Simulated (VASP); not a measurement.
Set up this calculation in VASP 6.6.1, as the native input.

* Task: single point
* Functional: PBEsol
* Potentials or basis: VASP PAW PBE potentials, release 64 (As, In_d)
* Cutoff: 520 eV
* k mesh: 9 × 9 × 1
* Occupations: gaussian, width 0.1 eV
* Spin: no spin polarisation
* Dipole correction: yes
* Further INCAR settings: ALGO = Normal; EDIFF = 1e-06; NBANDS = 46

The structure of InAs lies in POSCAR:

```
InAs
1.0
    4.3044884346      0.0000000000      0.0000000000
   -2.1522442173      3.7277963347      0.0000000000
    0.0000000000      0.0000000000     26.4224502910
As In
4 4
Direct
    0.0000000000      0.0000000000      0.2838495263
    0.3333333333      0.6666666667      0.4168652024
    0.6666666667      0.3333333333      0.5498808785
    0.0000000000      0.0000000000      0.6828965546
    0.3333333333      0.6666666667      0.3171034454
    0.6666666667      0.3333333333      0.4501191215
    0.0000000000      0.0000000000      0.5831347976
    0.3333333333      0.6666666667      0.7161504737
```

The input as run:

INCAR

```
ALGO = Normal ; DIPOL = 0.5 0.5 0.500
EDIFF = 1E-6 ; ENCUT = 520
GGA = PS ; IDIPOL = 3
ISIF = 2 ; ISMEAR = 0
LASPH = T ; LCHARG = F
LDIPOL = T ; LREAL = F
LWAVE = F ; NBANDS = 46
NELM = 80 ; PREC = Accurate
SIGMA = 0.1
```

KPOINTS

```
k-points
0
Gamma
  9 9 1
```

Potentials or basis: VASP PAW PBE potentials, release 64 (As, In_d).

Run with:

```sh
$ cat potpaw_PBE.64/As/POTCAR potpaw_PBE.64/In_d/POTCAR > POTCAR
$ mpirun -np 1 vasp_std > vasp.out
```

It gave:

```
Largest force          : 0.467 eV/Å
Band gap on the k mesh : zero (bands 36 and 37 overlap by 0.30 eV)
```

Caveat: the PAW data sets were made with another functional, which shifts forces and pressure a little; spin-orbit coupling is left out, which moves the levels of the heavy elements.

It took 38 min on 1 thread of Intel Xeon 8259CL (shared host), peak memory 0.59 GiB.
